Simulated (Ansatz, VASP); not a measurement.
Two plane-wave programs on PbSe

INCAR

```
PREC = Accurate ; ENCUT = 600
EDIFF = 1E-6 ; ISMEAR = -1
SIGMA = 0.05 ; LREAL = F
LASPH = T ; NELM = 60
ALGO = Normal ; ISIF = 3
LWAVE = F ; LCHARG = F
IBRION = 2 ; NSW = 100
EDIFFG = -0.002
```

Contents of KPOINTS:

```
Automatic mesh
0
Gamma
  14 14 14
```

Contents of POSCAR:

```
PbSe
1.0
    0.0000000000      3.0606500000      3.0606500000
    3.0606500000      0.0000000000      3.0606500000
    3.0606500000      3.0606500000      0.0000000000
Pb Se
1 1
Direct
    0.0000000000      0.0000000000      0.0000000000
    0.5000000000      0.5000000000      0.5000000000
```

Input for Ansatz:

```yaml
crystal:
  lattice:
    - [0.0, 3.06065, 3.06065]
    - [3.06065, 0.0, 3.06065]
    - [3.06065, 3.06065, 0.0]
  atoms:
    - { symbol: Pb, position: [0.0, 0.0, 0.0] }
    - { symbol: Se, position: [0.5, 0.5, 0.5] }
kpoints:
  mp_grid: { grid: [14, 14, 14] }
scf:
  occupations: { method: fermi_dirac, width: 0.05 }
hamiltonian:
  xc: lda
  pseudopotentials: { kind: paw }
relax:
  f_tol: 0.002
  max_steps: 80
  cell: {}
output:
  forces: true
  stress: true
  write_density: true
  write_potential: true
  elf: true
  volumetric_format: npy
```

Alike in both runs: task relaxation of cell and atoms; functional LDA; k mesh 14 × 14 × 14; occupations fermi-dirac, width 0.05 eV; no spin polarisation.

|  | VASP | Ansatz |
| --- | --- | --- |
| version | VASP 6.6.1 | Ansatz 0.2.0 |
| potentials or method | VASP PAW LDA potentials, release 64 (Pb_d, Se) | PAW with Ansatz's default frozen-core files, scalar-relativistic |
| plane-wave cutoff (eV) | 600 | 420 |
| valence electrons in the cell | 20 | 30 |

```csv
,VASP,Ansatz,Ansatz less VASP
relaxed volume (Å³/atom),27.66,27.57,-0.096
relaxed cell length with the largest relative difference (Å),4.277,4.272,-0.0049
```

LDA's correlation is that of Perdew and Zunger in VASP and of Perdew and Wang (1992) in Ansatz. VASP's potentials hold 20 valence electrons a cell and Ansatz's 30, so a difference there can come from the potentials and not from the codes.

Neither program's run includes spin-orbit coupling.
